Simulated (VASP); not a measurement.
# Ta3TeH2 (P-3m1) in VASP: a series of runs, part 2 of 4

VASP 6.6.1. The steps go on from the part before.

## 4. Relaxation of cell and atoms, PBE

This run uses another cell than the first one, of 15.12 Å³/atom, 1.101 times its volume.

INCAR reads:

```
SYSTEM = Ta3TeH2
PREC = Accurate
ENCUT = 600
EDIFF = 1E-6
ISMEAR = 0
SIGMA = 0.1
LREAL = .False.
LASPH = .True.
NELM = 100
ALGO = Normal
ISIF = 3
LWAVE = .False.
LCHARG = .False.
GGA = PE
IBRION = 2
NSW = 90
EDIFFG = -0.04
```

KPOINTS reads:

```
regular mesh
0
Gamma
  6 6 2
  0 0 0
```

POSCAR reads:

```
Ta3TeH2
1.0
    3.5035124800      0.0000000000      0.0000000000
   -1.7517562400      3.0341308100      0.0000000000
    0.0000000000      0.0000000000      8.5351644500
Ta Te H
3 1 2
Direct
    0.6666666700      0.3333333300      0.7434741700
    0.0000000000      0.0000000000      0.0000000000
    0.3333333300      0.6666666700      0.2565258300
    0.0000000000      0.0000000000      0.5000000000
    0.3333333300      0.6666666700      0.8717370900
    0.6666666700      0.3333333300      0.1282629100
```

Potentials or basis: VASP PAW PBE potentials, release 64 (Ta_pv, Te, H).

The run is started by

```
$ cat potpaw_PBE.64/Ta_pv/POTCAR potpaw_PBE.64/Te/POTCAR potpaw_PBE.64/H/POTCAR > POTCAR
$ mpirun -np 1 vasp_std > vasp.out
```

OUTCAR:

```text
SYSTEM = Ta3TeH2
   PREC = Accurate
   ENCUT = 600
   EDIFF = 1E-6
   ISMEAR = 0
   LREAL = .False.
   LASPH = .True.
   NELM = 100
   ISIF = 3
   GGA = PE
   IBRION = 2
   NSW = 90
   EDIFFG = -0.04

 ion  position               nearest neighbor table
   1  0.667  0.333  0.743-   4 2.90   4 2.90   4 2.90   2 2.98   2 2.98   2 2.98
   2  0.000  0.000  0.000-   1 2.98   3 2.98   3 2.98   1 2.98   1 2.98   3 2.98
   3  0.333  0.667  0.257-   4 2.90   4 2.90   4 2.90   2 2.98   2 2.98   2 2.98
   4  0.000  0.000  0.500-   1 2.90   3 2.90   3 2.90   1 2.90   1 2.90   3 2.90
   5  0.333  0.667  0.872-
   6  0.667  0.333  0.128-

  LATTYP: Found a hexagonal cell.
 ALAT       =     3.5035124800
 C/A-ratio  =     2.4361735540

  Lattice vectors:

 A1 = (   3.5035124800,   0.0000000000,   0.0000000000)
 A2 = (  -1.7517562400,   3.0341308100,   0.0000000000)
 A3 = (   0.0000000000,   0.0000000000,   8.5351644500)

Analysis of symmetry for initial positions (statically):
=====================================================================
 Subroutine PRICEL returns:
 Original cell was already a primitive cell.

 Routine SETGRP: Setting up the symmetry group for a
 hexagonal supercell.

 Subroutine GETGRP returns: Found 12 space group operations
 (whereof 12 operations were pure point group operations)
 out of a pool of 24 trial point group operations.

The static configuration has the point symmetry D_3d.

Analysis of symmetry for dynamics (positions and initial velocities):
=====================================================================
 Subroutine PRICEL returns:
 Original cell was already a primitive cell.

 Routine SETGRP: Setting up the symmetry group for a
 hexagonal supercell.

 Subroutine GETGRP returns: Found 12 space group operations
 (whereof 12 operations were pure point group operations)
 out of a pool of 24 trial point group operations.

The dynamic configuration has the point symmetry D_3d.

 Subroutine INISYM returns: Found 12 space group operations
 (whereof 12 operations are pure point group operations),
 and found     1 'primitive' translations

----------------------------------------------------------------------------------------

                                     Primitive cell

  volume of cell :      90.7298

  direct lattice vectors                    reciprocal lattice vectors
     3.503512480  0.000000000  0.000000000     0.285427840  0.164791840  0.000000000
    -1.751756240  3.034130810  0.000000000     0.000000000  0.329583681  0.000000000
     0.000000000  0.000000000  8.535164450     0.000000000  0.000000000  0.117162359

  length of vectors
     3.503512480  3.503512480  8.535164450     0.329583681  0.329583681  0.117162359

  position of ions in fractional coordinates (direct lattice)
     0.666666670  0.333333330  0.743474170
     0.000000000  0.000000000  0.000000000
     0.333333330  0.666666670  0.256525830
     0.000000000  0.000000000  0.500000000
     0.333333330  0.666666670  0.871737090
     0.666666670  0.333333330  0.128262910

  ion indices of the primitive-cell ions
   primitive index   ion index
                 1           1
[... 37 lines left out ...]
  0.500000  0.000000  0.000000      3.000000
  0.166667  0.166667  0.000000      6.000000
  0.333333  0.166667  0.000000     12.000000
  0.333333  0.333333  0.000000      2.000000
  0.000000  0.000000  0.500000      1.000000
  0.166667  0.000000  0.500000      6.000000
  0.333333  0.000000  0.500000      6.000000
  0.500000  0.000000  0.500000      3.000000
  0.166667  0.166667  0.500000      6.000000
  0.333333  0.166667  0.500000     12.000000
  0.333333  0.333333  0.500000      2.000000
   k-points           NKPTS =     14   k-points in BZ     NKDIM =     14   number of bands    NBANDS=     24
   number of dos      NEDOS =    301   number of ions     NIONS =      6
   total plane-waves  NPLWV =  54880
   dimension x,y,z NGX =    28 NGY =   28 NGZ =   70
   dimension x,y,z NGXF=    56 NGYF=   56 NGZF=  140
   ions per type =               3   1   2
   NGX,Y,Z   is equivalent  to a cutoff of  13.29, 13.29, 13.63 a.u.
   NGXF,Y,Z  is equivalent  to a cutoff of  26.57, 26.57, 27.27 a.u.
 SYSTEM =  Ta3TeH2
   PREC   = accura    normal or accurate (medium, high low for compatibility)
   ISTART =      0    job   : 0-new  1-cont  2-samecut
   ICHARG =      2    charge: 1-file 2-atom 10-const
   ISPIN  =      1    spin polarized calculation?
   LNONCOLLINEAR =      F non collinear calculations
   LSORBIT =      F    spin-orbit coupling
   LASPH  =      T    aspherical Exc in radial PAW
   ENCUT  =  600.0 eV  44.10 Ry    6.64 a.u.   7.00  7.00 17.05*2*pi/ulx,y,z
   NELM   =    100;   NELMIN=  2; NELMDL= -5     # of ELM steps
   EDIFF  = 0.1E-05   stopping-criterion for ELM
   LREAL  =      F    real-space projection
   EDIFFG = -.4E-01   stopping-criterion for IOM
   NSW    =     90    number of steps for IOM
   IBRION =      2    ionic relax: 0-MD 1-quasi-New 2-CG
   NFREE  =      1    steps in history (QN), initial steepest desc. (CG)
   ISIF   =      3    stress and relaxation
   ISYM   =      2    0-nonsym 1-usesym 2-fastsym
   POTIM  = 0.5000    time-step for ionic-motion
   TEBEG  =    0.0;   TEEND  =   0.0 temperature during run
   PSTRESS=    0.0 pullay stress
   NELECT =      41.0000    total number of electrons
   NUPDOWN=      -1.0000    fix difference up-down
   EMIN   =  10.00;   EMAX   =-10.00  energy-range for DOS
   EFERMI =   0.00;   METHOD = LEGACY
   ISMEAR =     0;   SIGMA  =   0.10  broadening in eV -4-tet -1-fermi 0-gaus
   EFERMI_NEDOS =   21; number of points for ismear=-14 and -15
   IALGO  =     38    algorithm
   IMIX   =      4    mixing-type and parameters
     AMIX     =   0.40;   BMIX     =  1.00
     AMIX_MAG =   1.60;   BMIX_MAG =  1.00
  volume/ion in A,a.u.               =      15.12       102.05
  Fermi-wavevector in a.u.,A,eV,Ry     =   1.256279  2.374023 21.473223  1.578237
  Thomas-Fermi vector in A             =   2.389995
   LORBIT       =      0    0 simple, 1 ext, 2 COOP (PROOUT), +10 PAW based schemes
   GGA     = PE    functional components
   LHFCALC =     F    Hartree Fock is set to
   AEXX    =    0.0000 exact exchange contribution
   IVDW    =     0    specifies the selected vdW correction
   LEPSILON=     F    determine dielectric tensor
   LRPA    =     F    only Hartree local field effects (RPA)
 conjugate gradient relaxation of ions
 non-spin polarized calculation
 Gauss-broadening in eV      SIGMA  =   0.10
  energy-cutoff  :      600.00
  volume of cell :       90.73
 maximum number of plane-waves:      3046
 NGX is ok and might be reduce to    28
   NGX = 13   NGY = 13   NGZ = 35

--------------------------------------- Ionic step        1  -------------------------------------------

 number of electron      41.0000004 magnetization

 Free energy of the ion-electron system (eV)
  ---------------------------------------------------
  ext. energy  EPLUGINS =         0.00000000
  ---------------------------------------------------
  free energy    TOTEN  =       -43.99160978 eV

  energy without entropy =      -43.95497537  energy(sigma->0) =      -43.97329257

------------------------ aborting loop because EDIFF is reached ----------------------------------------

  FORCE on cell =-STRESS in cart. coord.  units (eV):
  Direction    XX          YY          ZZ          XY          YZ          ZX
  --------------------------------------------------------------------------------------
  -------------------------------------------------------------------------------------
  Total       -8.4963675     -8.4963675     -2.2827606      0.0000000      0.0000000      0.0000000
  in kB     -150.0354923   -150.0354923    -40.3107701      0.0000000      0.0000000      0.0000000
  external PRESSURE =    -113.4605849 kB  Pullay stress =       0.0000000 kB
[... 101 lines left out ...]
  FREE ENERGIE OF THE ION-ELECTRON SYSTEM (eV)
  ---------------------------------------------------
  free  energy   TOTEN  =       -44.4696192124 eV

  energy  without entropy=      -44.4402593849  energy(sigma->0) =      -44.45493930

[... ionic steps 4 to 14 ...]

--------------------------------------- Ionic step       15  -------------------------------------------

 number of electron      41.0000000 magnetization

------------------------ aborting loop because EDIFF is reached ----------------------------------------
[... 75 lines left out ...]
--------------------------------------- Ionic step       17  -------------------------------------------

 number of electron      41.0000000 magnetization

 Free energy of the ion-electron system (eV)
  ---------------------------------------------------
  ext. energy  EPLUGINS =         0.00000000
  ---------------------------------------------------
  free energy    TOTEN  =       -44.68575735 eV

  energy without entropy =      -44.66717285  energy(sigma->0) =      -44.67646510

 E-fermi :   7.4436     XC(G=0): -12.0911

 val. band max:        7.4368803097   @ k =   0.0000   0.0000   0.5000
 cond. band min:       7.4851875900   @ k =   0.1667   0.0000   0.0000
 fundamental gap:      0.0483072802
 Fermi energy:         7.4435573508

 k-point     1 :       0.0000    0.0000    0.0000
  band No.  band energies     occupation
      1     -27.3321      2.00000
      2     -27.0357      2.00000
      3     -26.8916      2.00000
      4     -26.8916      2.00000
      5     -26.8233      2.00000
      6     -26.8233      2.00000
[... 400 lines left out ...]
  FREE ENERGIE OF THE ION-ELECTRON SYSTEM (eV)
  ---------------------------------------------------
  free  energy   TOTEN  =       -44.6857573542 eV

  energy  without entropy=      -44.6671728497  energy(sigma->0) =      -44.67646510

 reached required accuracy - stopping structural energy minimisation
```

It took 3 min on 1 thread of Intel Xeon 6975P-C (Granite Rapids), shared host; peak memory 0.26 GiB.

What came out:

```
Free energy                            : -44.6858 eV
Relaxed volume                         : 13.74 Å³/atom
Relaxed cell                           : a = 3.273 Å, b = 3.273 Å, c = 8.884 Å, α = 90.00°, β = 90.00°, γ = 120.00°
Space group after relaxing (to 0.05 Å) : P-3m1 (No. 164)
Energy gained by relaxing              : 115.7 meV/atom
Ionic steps                            : 17
Pressure after relaxing                : 0.0 GPa
Largest force after relaxing           : 0.012 eV/Å
```

Forces in eV/Å, atoms in the order of the input:
```
Ta   0.000  0.000  0.012
Ta   0.000  0.000  0.000
Ta   0.000  0.000 -0.012
Te   0.000  0.000  0.000
H    0.000  0.000  0.003
H    0.000  0.000 -0.003
```

The path:
| step | energy change (eV) | largest force (eV/Å) | pressure (GPa) | volume (Å³) |
| --- | --- | --- | --- | --- |
| 1 | 0.0000 | 1.0921 | -11.35 | 90.73 |
| 2 | -0.3405 | 0.2445 | 13.75 | 77.31 |
| 3 | -0.4780 | 0.3658 | 3.29 | 81.58 |
| 4 | -0.6640 | 0.2007 | 1.30 | 81.84 |
| 5 | -0.6795 | 0.1345 | 0.79 | 81.90 |
| 6 | -0.6798 | 0.1422 | 0.84 | 81.90 |
| 7 | -0.6817 | 0.1420 | -0.93 | 82.74 |
| 8 | -0.6822 | 0.1421 | -0.38 | 82.47 |
| 9 | -0.6848 | 0.1278 | -0.28 | 82.43 |
| 10 | -0.6896 | 0.0864 | 0.04 | 82.29 |
| 11 | -0.6863 | 0.2347 | 0.77 | 82.02 |
| 12 | -0.6904 | 0.1256 | 0.26 | 82.21 |
| 13 | -0.6927 | 0.0977 | -0.04 | 82.39 |
| 14 | -0.6936 | 0.0532 | -0.51 | 82.68 |
| 15 | -0.6937 | 0.0627 | -0.47 | 82.63 |
| 16 | -0.6937 | 0.0373 | 0.50 | 82.25 |
| 17 | -0.6941 | 0.0123 | 0.04 | 82.44 |

Final structure:
```
Ta Te H
1.0
     3.27325    0.00000    0.00000
    -1.63662    2.83471    0.00000
     0.00000    0.00000    8.88437
Ta Te H
3 1 2
Direct
  0.66667 0.33333 0.75119
  0.00000 0.00000 0.00000
  0.33333 0.66667 0.24881
  0.00000 0.00000 0.50000
  0.33333 0.66667 0.85775
  0.66667 0.33333 0.14225
```

Caveat: the k points lie up to 0.37 Å⁻¹ apart in the final cell; spin-orbit coupling is left out, which moves the levels of the heavy elements.

[end of part 2 of 4]
